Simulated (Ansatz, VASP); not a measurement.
Two plane-wave programs on Pt

File POSCAR:

```
Pt
1.0
   -1.6079833000      1.5842200000      1.5842200000
    1.6079833000     -1.5842200000      1.5842200000
    1.6079833000      1.5842200000     -1.5842200000
Pt
1
Direct
    0.0000000000      0.0000000000      0.0000000000
```

INCAR.step1

```
SYSTEM = Pt
PREC = Accurate ; ENCUT = 520
ISMEAR = 0 ; SIGMA = 0.15
LREAL = .False. ; LASPH = .True.
NELM = 100 ; NBANDS = 11
GGA = PE ; ALGO = Normal
EDIFF = 1E-4 ; LWAVE = .True.
LCHARG = .False.
```

INCAR.step2

```
SYSTEM = Pt
PREC = Accurate ; ENCUT = 520
EDIFF = 1E-6 ; ISMEAR = 0
SIGMA = 0.15 ; LREAL = .False.
LASPH = .True. ; NELM = 100
ALGO = Normal ; ISIF = 2
LWAVE = .False. ; LCHARG = .False.
METAGGA = R2SCAN ; LMIXTAU = .True.
NBANDS = 11 ; ISTART = 1
```

KPOINTS

```
regular mesh
0
Gamma
  22 22 22
  0 0 0
```

Input for Ansatz:

```yaml
crystal:
  lattice:
    - [-1.6079833, 1.58422, 1.58422]
    - [1.6079833, -1.58422, 1.58422]
    - [1.6079833, 1.58422, -1.58422]
  atoms:
    - { symbol: Pt, position: [0.0, 0.0, 0.0] }
basis:
  ecutwfc: 500
kpoints:
  mp_grid: { grid: [22, 22, 22] }
hamiltonian:
  xc: r2scan
scf:
  occupations: { method: gaussian, width: 0.15 }
output:
  forces: true
  stress: true
  eigenvalues: true
```

Change from the starting cell: strain +0.0150 x Voigt [1, 0, 0, 0, 0, 0], atoms carried along.

Alike in both runs: task single point; functional r2SCAN; k mesh 22 × 22 × 22; occupations gaussian, width 0.15 eV; no spin polarisation.

```csv
,VASP,Ansatz
version,VASP 6.6.1,Ansatz 0.2.0
potentials or method,"VASP PAW PBE potentials, release 64 (Pt), cutoff 520 eV","scalar-relativistic, plane waves, PAW"
valence electrons in the cell,10,18
```

```tsv
	VASP	Ansatz	Ansatz less VASP
gap on the k mesh at the Fermi level (eV)	none	none	-
pressure (GPa)	-9.2	-9.7	-0.48
traceless stress, the component that is largest in VASP (GPa)	0.82	0.81	-0.009
```

VASP's potentials were made for PBE, not for r2SCAN. A gap of «none» marks a metal or a gap that the smearing closes. The functional is the same, so the differences come from potentials, cutoffs and numerics. VASP's potentials hold 10 valence electrons a cell and Ansatz's 18, so a difference there can come from the potentials and not from the codes.

Neither program's run includes spin-orbit coupling.
